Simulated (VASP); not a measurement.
# BeCd2Se3 (P4mm) in VASP: a series of runs

BeCd2Se3 is run at these levels: PBE; tasks: relaxation of cell and atoms.

All numbers are computed with VASP 6.6.1; they aren't measurements. Logs are shortened: lines on timing, memory, paths and dates and some standing lists are left out, and cuts for length are marked.

### 1 The cell of the first run

Symmetry: P4mm, No. 99, tetragonal system. The conventional cell has a = 4.334 Å, b = 4.334 Å, c = 7.390 Å, α = 90.00°, β = 90.00°, γ = 90.00°. Be (site symmetry 4mm) has 4 Se at 2.18 Å within 2.9 Å. Within 3.5 Å of Cd (site symmetry 4mm) lie 4 Se at 2.50 Å and 1 Cd at 2.87 Å and 4 Be at 3.41 Å. Within 3.6 Å of Cd (site symmetry 4mm) lie 4 Se at 2.71 Å and 1 Cd at 2.87 Å and 4 Be at 3.35 Å. Se (site symmetry 4mm) has 2 Be at 3.65 to 3.74 Å and 8 Cd at 3.74 to 3.88 Å and 12 Se at 4.03 to 4.55 Å within 4.8 Å. Within 2.9 Å of Se (site symmetry 2mm) lie 2 Be at 2.18 Å and 4 Cd at 2.50 to 2.71 Å.

The cell was generated, and may not be a known phase.

### 2 Relaxation of cell and atoms, PBE

INCAR

```
ALGO = Normal ; EDIFF = 1E-6
EDIFFG = -0.04 ; ENCUT = 600
GGA = PE ; IBRION = 2
ISIF = 3 ; ISMEAR = 0
LASPH = True ; LCHARG = False
LREAL = False ; LWAVE = False
NELM = 100 ; NSW = 90
PREC = Accurate ; SIGMA = 0.1
```

KPOINTS

```
k-points
0
Gamma
  4 4 4
```

POSCAR

```
BeCd2Se3
1.0
    4.3344031300      0.0000000000      0.0000000000
    0.0000000000      4.3344031300      0.0000000000
    0.0000000000      0.0000000000      7.3904647400
Be Cd Se
1 2 3
Direct
    0.0000000000      0.0000000000      0.7271493700
    0.5000000000      0.5000000000      0.9305895000
    0.5000000000      0.5000000000      0.5425922400
    0.0000000000      0.0000000000      0.2209154300
    0.5000000000      0.0000000000      0.7617747300
    0.0000000000      0.5000000000      0.7617747300
```

Potentials or basis: VASP PAW PBE potentials, release 64 (Be, Cd, Se).

The run is started by

```
$ cat potpaw_PBE.64/Be/POTCAR potpaw_PBE.64/Cd/POTCAR potpaw_PBE.64/Se/POTCAR > POTCAR
$ mpirun -np 1 vasp_std > vasp.out
```

OUTCAR:

```text
EDIFF = 1E-6
   EDIFFG = -0.04
   ENCUT = 600
   GGA = PE
   IBRION = 2
   ISIF = 3
   ISMEAR = 0
   LASPH = True
   LREAL = False
   NELM = 100
   NSW = 90
   PREC = Accurate

 ion  position               nearest neighbor table
   1  0.000  0.000  0.727-   5 2.18   6 2.18   6 2.18   5 2.18
   2  0.500  0.500  0.931-   5 2.50   6 2.50   5 2.50   6 2.50   3 2.87
   3  0.500  0.500  0.543-   5 2.71   6 2.71   5 2.71   6 2.71   2 2.87
   4  0.000  0.000  0.221-
   5  0.500  0.000  0.762-   1 2.18   1 2.18   2 2.50   2 2.50   3 2.71   3 2.71
   6  0.000  0.500  0.762-   1 2.18   1 2.18   2 2.50   2 2.50   3 2.71   3 2.71

  LATTYP: Found a simple tetragonal cell.
 ALAT       =     4.3344031300
 C/A-ratio  =     1.7050709217

  Lattice vectors:

 A1 = (   4.3344031300,   0.0000000000,   0.0000000000)
 A2 = (   0.0000000000,   4.3344031300,   0.0000000000)
 A3 = (   0.0000000000,   0.0000000000,   7.3904647400)

Analysis of symmetry for initial positions (statically):
=====================================================================
 Subroutine PRICEL returns:
 Original cell was already a primitive cell.

 Routine SETGRP: Setting up the symmetry group for a
 simple tetragonal supercell.

 Subroutine GETGRP returns: Found  8 space group operations
 (whereof  8 operations were pure point group operations)
 out of a pool of 16 trial point group operations.

The static configuration has the point symmetry C_4v.

Analysis of symmetry for dynamics (positions and initial velocities):
=====================================================================
 Subroutine PRICEL returns:
 Original cell was already a primitive cell.

 Routine SETGRP: Setting up the symmetry group for a
 simple tetragonal supercell.

 Subroutine GETGRP returns: Found  8 space group operations
 (whereof  8 operations were pure point group operations)
 out of a pool of 16 trial point group operations.

The dynamic configuration has the point symmetry C_4v.

 Subroutine INISYM returns: Found  8 space group operations
 (whereof  8 operations are pure point group operations),
 and found     1 'primitive' translations

----------------------------------------------------------------------------------------

                                     Primitive cell

  volume of cell :     138.8450

  direct lattice vectors                    reciprocal lattice vectors
     4.334403130  0.000000000  0.000000000     0.230712273  0.000000000  0.000000000
     0.000000000  4.334403130  0.000000000     0.000000000  0.230712273  0.000000000
     0.000000000  0.000000000  7.390464740     0.000000000  0.000000000  0.135309488

  length of vectors
     4.334403130  4.334403130  7.390464740     0.230712273  0.230712273  0.135309488

  position of ions in fractional coordinates (direct lattice)
     0.000000000  0.000000000  0.727149370
     0.500000000  0.500000000  0.930589500
     0.500000000  0.500000000  0.542592240
     0.000000000  0.000000000  0.220915430
     0.500000000  0.000000000  0.761774730
     0.000000000  0.500000000  0.761774730

  ion indices of the primitive-cell ions
   primitive index   ion index
                 1           1
                 2           2
                 3           3
                 4           4
                 5           5
                 6           6

----------------------------------------------------------------------------------------

 KPOINTS: k-points

Automatic generation of k-mesh.
 Grid dimensions read from file:
 generate k-points for:    4    4    4

 Generating k-lattice:

  Cartesian coordinates                     Fractional coordinates (reciprocal lattice)
     0.057678068  0.000000000  0.000000000     0.250000000  0.000000000  0.000000000
     0.000000000  0.057678068  0.000000000     0.000000000  0.250000000  0.000000000
     0.000000000  0.000000000  0.033827372     0.000000000  0.000000000  0.250000000

  Length of vectors
     0.057678068  0.057678068  0.033827372

  Shift w.r.t. Gamma in fractional coordinates (k-lattice)
     0.000000000  0.000000000  0.000000000

 Subroutine IBZKPT returns following result:
 ===========================================

 Found     18 irreducible k-points:

 Following reciprocal coordinates:
            Coordinates               Weight
  0.000000  0.000000  0.000000      1.000000
  0.250000  0.000000  0.000000      4.000000
  0.500000  0.000000  0.000000      2.000000
  0.250000  0.250000  0.000000      4.000000
  0.500000  0.250000  0.000000      4.000000
  0.500000  0.500000  0.000000      1.000000
[... 10 lines left out ...]
  0.500000  0.250000  0.500000      4.000000
  0.500000  0.500000  0.500000      1.000000
   k-points           NKPTS =     18   k-points in BZ     NKDIM =     18   number of bands    NBANDS=     26
   number of dos      NEDOS =    301   number of ions     NIONS =      6
   total plane-waves  NPLWV =  77760
   dimension x,y,z NGX =    36 NGY =   36 NGZ =   60
   dimension x,y,z NGXF=    72 NGYF=   72 NGZF=  120
   ions per type =               1   2   3
   NGX,Y,Z   is equivalent  to a cutoff of  13.81, 13.81, 13.50 a.u.
   NGXF,Y,Z  is equivalent  to a cutoff of  27.62, 27.62, 26.99 a.u.
 SYSTEM =  unknown system
   PREC   = accura    normal or accurate (medium, high low for compatibility)
   ISTART =      0    job   : 0-new  1-cont  2-samecut
   ICHARG =      2    charge: 1-file 2-atom 10-const
   ISPIN  =      1    spin polarized calculation?
   LNONCOLLINEAR =      F non collinear calculations
   LSORBIT =      F    spin-orbit coupling
   LASPH  =      T    aspherical Exc in radial PAW
   ENCUT  =  600.0 eV  44.10 Ry    6.64 a.u.   8.66  8.66 14.76*2*pi/ulx,y,z
   NELM   =    100;   NELMIN=  2; NELMDL= -5     # of ELM steps
   EDIFF  = 0.1E-05   stopping-criterion for ELM
   LREAL  =      F    real-space projection
   EDIFFG = -.4E-01   stopping-criterion for IOM
   NSW    =     90    number of steps for IOM
   IBRION =      2    ionic relax: 0-MD 1-quasi-New 2-CG
   NFREE  =      1    steps in history (QN), initial steepest desc. (CG)
   ISIF   =      3    stress and relaxation
   ISYM   =      2    0-nonsym 1-usesym 2-fastsym
   POTIM  = 0.5000    time-step for ionic-motion
   TEBEG  =    0.0;   TEEND  =   0.0 temperature during run
   PSTRESS=    0.0 pullay stress
   NELECT =      44.0000    total number of electrons
   NUPDOWN=      -1.0000    fix difference up-down
   EMIN   =  10.00;   EMAX   =-10.00  energy-range for DOS
   EFERMI =   0.00;   METHOD = LEGACY
   ISMEAR =     0;   SIGMA  =   0.10  broadening in eV -4-tet -1-fermi 0-gaus
   EFERMI_NEDOS =   21; number of points for ismear=-14 and -15
   IALGO  =     38    algorithm
   IMIX   =      4    mixing-type and parameters
     AMIX     =   0.40;   BMIX     =  1.00
     AMIX_MAG =   1.60;   BMIX_MAG =  1.00
  volume/ion in A,a.u.               =      23.14       156.16
  Fermi-wavevector in a.u.,A,eV,Ry     =   1.116132  2.109184 16.949470  1.245751
  Thomas-Fermi vector in A             =   2.252743
   LORBIT       =      0    0 simple, 1 ext, 2 COOP (PROOUT), +10 PAW based schemes
   GGA     = PE    functional components
   LHFCALC =     F    Hartree Fock is set to
   AEXX    =    0.0000 exact exchange contribution
   IVDW    =     0    specifies the selected vdW correction
   LEPSILON=     F    determine dielectric tensor
   LRPA    =     F    only Hartree local field effects (RPA)
 conjugate gradient relaxation of ions
 non-spin polarized calculation
 Gauss-broadening in eV      SIGMA  =   0.10
  energy-cutoff  :      600.00
  volume of cell :      138.85
 maximum number of plane-waves:      4666
 NGX is ok and might be reduce to    36
   NGX = 17   NGY = 17   NGZ = 29

--------------------------------------- Ionic step        1  -------------------------------------------

 number of electron      43.9999992 magnetization

 Free energy of the ion-electron system (eV)
  ---------------------------------------------------
  ext. energy  EPLUGINS =         0.00000000
  ---------------------------------------------------
  free energy    TOTEN  =       -11.89720109 eV

  energy without entropy =      -11.86229631  energy(sigma->0) =      -11.87974870

------------------------ aborting loop because EDIFF is reached ----------------------------------------

  FORCE on cell =-STRESS in cart. coord.  units (eV):
  Direction    XX          YY          ZZ          XY          YZ          ZX
  --------------------------------------------------------------------------------------
  -------------------------------------------------------------------------------------
  Total       18.0096579     18.0096579      5.2267745      0.0000000      0.0000000      0.0000000
  in kB      207.8192118    207.8192118     60.3134254      0.0000000      0.0000000      0.0000000
  external PRESSURE =     158.6506163 kB  Pullay stress =       0.0000000 kB
[... 101 lines left out ...]
  FREE ENERGIE OF THE ION-ELECTRON SYSTEM (eV)
  ---------------------------------------------------
  free  energy   TOTEN  =       -13.9994682496 eV

  energy  without entropy=      -13.9684537573  energy(sigma->0) =      -13.98396100

 E-fermi :   3.5307     XC(G=0): -10.3563

 val. band max:        3.4954191877   @ k =   0.2500   0.2500   0.0000
 cond. band min:       3.5343216143   @ k =   0.2500   0.2500   0.5000
 fundamental gap:      0.0389024267
 Fermi energy:         3.5307302119

 k-point     1 :       0.0000    0.0000    0.0000
  band No.  band energies     occupation
      1     -11.0392      2.00000
      2      -8.4463      2.00000
      3      -7.9445      2.00000
      4      -6.0762      2.00000
      5      -5.6679      2.00000
      6      -5.6679      2.00000
[... 511 lines left out ...]
     25       8.1460      0.00000
     26       8.7730      0.00000

[... ionic steps 4 to 47 ...]

--------------------------------------- Ionic step       48  -------------------------------------------

 number of electron      44.0000010 magnetization

------------------------ aborting loop because EDIFF is reached ----------------------------------------

  FORCE on cell =-STRESS in cart. coord.  units (eV):
  Direction    XX          YY          ZZ          XY          YZ          ZX
  --------------------------------------------------------------------------------------
  -------------------------------------------------------------------------------------
  Total       -0.0630837     -0.0630837      0.3681600      0.0000000      0.0000000      0.0000000
  in kB       -0.7525897     -0.7525897      4.3921573      0.0000000      0.0000000      0.0000000
  external PRESSURE =       0.9623260 kB  Pullay stress =       0.0000000 kB
[... 65 lines left out ...]
  energy  without entropy=      -16.4832283319  energy(sigma->0) =      -16.48986770

--------------------------------------- Ionic step       50  -------------------------------------------

 number of electron      44.0000011 magnetization

 Free energy of the ion-electron system (eV)
  ---------------------------------------------------
  ext. energy  EPLUGINS =         0.00000000
  ---------------------------------------------------
  free energy    TOTEN  =       -16.49706460 eV

  energy without entropy =      -16.48426074  energy(sigma->0) =      -16.49066267

 E-fermi :   2.7795     XC(G=0):  -9.6773

 val. band max:        2.7308792397   @ k =   0.5000   0.2500   0.2500
 cond. band min:       2.8230799188   @ k =   0.0000   0.0000   0.5000
 fundamental gap:      0.0922006791
 Fermi energy:         2.7794775168

 k-point     1 :       0.0000    0.0000    0.0000
  band No.  band energies     occupation
      1     -11.4904      2.00000
      2      -9.3943      2.00000
      3      -8.8987      2.00000
      4      -6.2617      2.00000
      5      -6.0562      2.00000
      6      -6.0562      2.00000
[... 544 lines left out ...]
  FREE ENERGIE OF THE ION-ELECTRON SYSTEM (eV)
  ---------------------------------------------------
  free  energy   TOTEN  =       -16.4970645961 eV

  energy  without entropy=      -16.4842607363  energy(sigma->0) =      -16.49066267

 reached required accuracy - stopping structural energy minimisation
```

It took 37 min on 1 thread of Intel Xeon Platinum 8259CL at 2.50GHz (Skylake/Cascade Lake), shared host; peak memory 0.33 GiB.

Results:

```yaml
Free_energy: -16.4971 eV
Relaxed_volume: 22.47 Å³/atom
Relaxed_cell: a = 4.486 Å, b = 4.486 Å, c = 6.698 Å, α = 90.00°, β = 90.00°, γ = 90.00°
Space_group_after_relaxing_to_0.1_Å: P4mm (No. 99)
Energy_gained_by_relaxing: 766.6 meV/atom
Ionic_steps: 50
Pressure_after_relaxing: 0.0 GPa
Largest_force_after_relaxing: 0.037 eV/Å
Band_gap_on_the_k_mesh: zero (bands 22 and 23 overlap by 1.20 eV)
```

Forces in eV/Å, atoms in the order of the input:
```
Be   0.000  0.000 -0.009
Cd   0.000  0.000 -0.012
Cd   0.000  0.000  0.037
Se   0.000  0.000  0.026
Se   0.000  0.000 -0.021
Se   0.000  0.000 -0.021
```

Step by step:
| step | energy change (eV) | largest force (eV/Å) | pressure (GPa) | volume (Å³) |
| --- | --- | --- | --- | --- |
| 1 | 0.0000 | 5.3118 | 15.87 | 138.85 |
| 3 | -2.1023 | 1.1490 | -1.74 | 170.57 |
| 5 | -2.9179 | 1.2698 | -0.79 | 148.53 |
| 7 | -3.1477 | 1.4762 | 1.17 | 138.35 |
| 9 | -3.4805 | 0.5357 | 2.64 | 128.54 |
| 11 | -3.5294 | 0.2974 | 1.13 | 131.38 |
| 13 | -3.5500 | 0.3394 | -0.47 | 135.37 |
| 15 | -3.6196 | 0.6299 | -0.55 | 135.44 |
| 17 | -3.9211 | 1.3431 | -0.05 | 134.76 |
| 19 | -3.9772 | 1.2923 | 0.67 | 133.91 |
| 21 | -3.9942 | 1.3452 | 0.23 | 134.40 |
| 23 | -4.0645 | 1.2220 | 0.21 | 134.70 |
| 25 | -4.1769 | 1.0097 | 0.18 | 135.20 |
| 27 | -4.4600 | 1.0338 | 0.30 | 136.76 |
| 29 | -4.4644 | 0.9581 | 0.16 | 136.63 |
| 31 | -4.5389 | 0.5501 | -0.01 | 137.72 |
| 33 | -4.5600 | 0.3902 | -0.19 | 137.97 |
| 35 | -4.5905 | 0.1430 | 0.02 | 136.78 |
| 37 | -4.5926 | 0.0644 | -0.02 | 136.94 |
| 39 | -4.5933 | 0.0704 | -0.05 | 136.93 |
| 41 | -4.5934 | 0.1605 | 0.38 | 135.25 |
| 43 | -4.5949 | 0.0795 | 0.14 | 136.08 |
| 45 | -4.5963 | 0.0711 | -0.12 | 136.14 |
| 47 | -4.5988 | 0.0524 | -0.05 | 135.41 |
| 49 | -4.5993 | 0.0697 | 0.01 | 134.92 |
| 50 | -4.5999 | 0.0372 | 0.02 | 134.80 |

Final structure:
```
Be Cd Se
1.0
     4.48609    0.00000    0.00000
     0.00000    4.48609    0.00000
     0.00000    0.00000    6.69829
Be Cd Se
1 2 3
Direct
  0.00000 0.00000 0.63369
  0.50000 0.50000 0.02859
  0.50000 0.50000 0.44239
  0.00000 0.00000 0.30577
  0.50000 0.00000 0.76717
  0.00000 0.50000 0.76717
```

Caveat: the k points lie up to 0.35 Å⁻¹ apart in the final cell, too coarse for converged energies and pressures of a metal.

### 3 Relaxation of cell and atoms, PBE

This run uses another cell than the first one, of 22.32 Å³/atom.

INCAR

```
SYSTEM = BeCd2Se3
ALGO = Normal
EDIFF = 1E-6
EDIFFG = -0.01
ENCUT = 600
GGA = PE
IBRION = 2
ISIF = 3
ISMEAR = 0
LASPH = .TRUE.
LCHARG = .FALSE.
LREAL = .FALSE.
LWAVE = .FALSE.
NELM = 80
NSW = 100
PREC = Accurate
SIGMA = 0.1
```

KPOINTS

```
k-points
0
G
  8 8 6
  0 0 0
```

POSCAR

```
BeCd2Se3
1.0
    4.4829214588      0.0000000000      0.0000000000
    0.0000000000      4.4829214588      0.0000000000
    0.0000000000      0.0000000000      6.6645356069
Be Cd Se
1 2 3
Direct
    0.0000000000      0.0000000000      0.6316059329
    0.5000000000      0.5000000000      0.0307375277
    0.5000000000      0.5000000000      0.4467852624
    0.0000000000      0.0000000000      0.3032634551
    0.5000000000      0.0000000000      0.7662019110
    0.0000000000      0.5000000000      0.7662019110
```

Potentials or basis: VASP PAW PBE potentials, release 64 (Be, Cd, Se).

The run is started by

```
$ cat potpaw_PBE.64/Be/POTCAR potpaw_PBE.64/Cd/POTCAR potpaw_PBE.64/Se/POTCAR > POTCAR
$ mpirun -np 1 vasp_std > vasp.out
```

Wall time 27 min (1 thread of Intel Xeon Platinum 8259CL at 2.50GHz (Skylake/Cascade Lake), shared host); peak memory 0.44 GiB.

Results (log left out):

```
Free energy                           : -16.5180 eV
Relaxed volume                        : 22.50 Å³/atom
Relaxed cell                          : a = 4.473 Å, b = 4.473 Å, c = 6.746 Å, α = 90.00°, β = 90.00°, γ = 90.00°
Space group after relaxing (to 0.1 Å) : P4mm (No. 99)
Energy gained by relaxing             : 0.6 meV/atom
Ionic steps                           : 20
Pressure after relaxing               : 0.0 GPa
Largest force after relaxing          : 0.009 eV/Å
Band gap on the k mesh                : zero (bands 22 and 23 overlap by 1.50 eV)
```

Forces on the atoms (eV/Å):
```
Be   0.000  0.000 -0.005
Cd   0.000  0.000 -0.006
Cd   0.000  0.000  0.002
Se   0.000  0.000  0.009
Se   0.000  0.000  0.000
Se   0.000  0.000  0.000
```

Step by step:
```tsv
step	energy change (eV)	largest force (eV/Å)	pressure (GPa)	volume (Å³)
1	0.0000	0.0581	0.21	133.93
2	-0.0014	0.0591	-0.03	134.51
3	-0.0015	0.0783	-0.19	134.87
4	-0.0025	0.0451	-0.11	134.76
5	-0.0029	0.0434	-0.04	134.62
6	-0.0029	0.0357	-0.05	134.64
7	-0.0030	0.0234	0.02	134.48
8	-0.0031	0.0197	0.04	134.36
9	-0.0030	0.0120	0.17	134.13
10	-0.0031	0.0181	0.09	134.32
11	-0.0031	0.0181	0.07	134.37
12	-0.0032	0.0391	0.02	134.50
13	-0.0034	0.0287	0.00	134.62
14	-0.0035	0.0237	-0.06	134.92
15	-0.0036	0.0128	-0.03	134.91
16	-0.0037	0.0219	0.03	134.87
17	-0.0037	0.0175	0.00	134.95
18	-0.0037	0.0183	-0.01	134.97
19	-0.0038	0.0109	0.00	134.98
20	-0.0038	0.0090	0.01	135.00
```

Final structure:
```cif
data_structure
_symmetry_space_group_name_H-M 'P 1'
_symmetry_Int_Tables_number 1
_cell_length_a 4.4733
_cell_length_b 4.4733
_cell_length_c 6.7463
_cell_angle_alpha 90.000
_cell_angle_beta 90.000
_cell_angle_gamma 90.000
_cell_volume 135.00
loop_
_atom_site_label
_atom_site_type_symbol
_atom_site_fract_x
_atom_site_fract_y
_atom_site_fract_z
_atom_site_occupancy
Be1 Be 0.00000 0.00000 0.63199 1
Cd1 Cd 0.50000 0.50000 0.02964 1
Cd2 Cd 0.50000 0.50000 0.44048 1
Se1 Se 0.00000 0.00000 0.30778 1
Se2 Se 0.50000 0.00000 0.76745 1
Se3 Se 0.00000 0.50000 0.76745 1
```

Levels at points of the mesh, in eV from the Fermi level:
| k point | band 18 | band 19 | band 20 | band 21 | band 22 | band 23 | band 24 | band 25 | band 26 |
| --- | --- | --- | --- | --- | --- | --- | --- | --- | --- |
| (0.00, 0.00, 0.00) | -1.61 | -1.26 | -1.26 | -0.96 | -0.20 | -0.20 | 0.93 | 3.10 | 3.70 |
| (0.50, 0.00, 0.00) | -3.31 | -2.66 | -2.46 | -1.23 | -0.83 | 1.36 | 2.35 | 2.39 | 4.73 |
| (0.50, 0.50, 0.00) | -2.72 | -2.22 | -2.22 | -1.74 | -0.51 | 1.00 | 1.32 | 5.38 | 5.38 |
| (0.00, 0.00, 0.50) | -1.60 | -1.60 | -1.07 | -0.99 | -0.07 | -0.07 | 0.06 | 2.72 | 4.47 |
| (0.50, 0.00, 0.50) | -2.90 | -2.34 | -2.23 | -1.80 | -0.92 | 0.86 | 2.02 | 3.50 | 3.86 |
| (0.50, 0.50, 0.50) | -2.86 | -2.34 | -1.05 | -1.05 | 1.00 | 1.32 | 2.89 | 3.45 | 3.46 |

The gap in the log of VASP goes by the Fermi energy; the results here count the filled bands.